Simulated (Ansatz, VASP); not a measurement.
# One calculation of Si2Ni2Ir, two programs

```
Ir Ni Si
1.0
     0.00000    3.63649    0.00000
     3.63649    0.00000    0.00000
     1.81824    1.81824   -4.64337
Ir Ni Si
1 2 2
Direct
  0.00000 0.00000 0.00000
  0.75000 0.25000 0.50000
  0.25000 0.75000 0.50000
  0.37500 0.37500 0.25000
  0.62500 0.62500 0.75000
```

Alike in both runs: task single point; functional r2SCAN; k mesh 8 × 8 × 8; occupations methfessel-paxton of order 1, width 0.094 eV; no spin polarisation.

|  | VASP | Ansatz |
| --- | --- | --- |
| version | VASP 6.6.1 | Ansatz 0.2.0 |
| potentials or method | VASP PAW PBE potentials, release 64 (Ir, Ni, Si), cutoff 520 eV | PAW plane waves |
| valence electrons in the cell | 37 | 61 |

|  | VASP | Ansatz | Ansatz less VASP |
| --- | --- | --- | --- |
| pressure (GPa) | 5.9 | 5.6 | -0.31 |
| traceless stress, the component that is largest in VASP (GPa) | -1.45 | -1.39 | +0.064 |
| rms of the force components (eV/Å) | 1.075 | 1.068 | -0.0072 |

VASP's potentials were made for PBE, not for r2SCAN. Atom by atom the forces differ by 0.007 eV/Å (rms over components). With one functional, cell and mesh, what is left measures potentials, basis and numerics. VASP's potentials hold 37 valence electrons a cell and Ansatz's 61, so a difference there can come from the potentials and not from the codes.

Spin-orbit coupling is off throughout.
